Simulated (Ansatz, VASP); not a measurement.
# Two plane-wave programs on La2AlF

```
CELL_PARAMETERS angstrom
3.76833 0.00000 0.00000
-1.88417 3.26347 0.00000
0.00000 0.00000 7.96276
ATOMIC_POSITIONS crystal
La 0.33333 0.66667 0.71441
La 0.66667 0.33333 0.28559
Al 0.00000 0.00000 0.00000
F 0.00000 0.00000 0.50000
```

Alike in both runs: task relaxation of cell and atoms; functional PBE; k mesh 12 × 12 × 6; occupations gaussian, width 0.1 eV; no spin polarisation.

|  | VASP | Ansatz |
| --- | --- | --- |
| version | VASP 6.6.1 | Ansatz 0.2.0 |
| potentials or method | VASP PAW PBE potentials, release 64 (La, Al, F), cutoff 600 eV | scalar-relativistic, plane waves, PAW |
| valence electrons in the cell | 32 | 32 |

Ansatz gave:

```
gap on the k mesh at the Fermi level, each at its own relaxed structure (eV) : none
relaxed volume (Å³/atom)                                                     : 24.44
relaxed length of the cell vector where the two differ most in proportion (Å)              : 8.101
```

Q: What did VASP give for the same quantities?

A: gap on the k mesh at the Fermi level, each at its own relaxed structure (eV): none; relaxed volume (Å³/atom): 24.38; relaxed length of the cell vector where the two differ most in proportion (Å): 8.093.

A gap of «none» marks a metal or a gap that the smearing closes.

Neither program's run includes spin-orbit coupling.
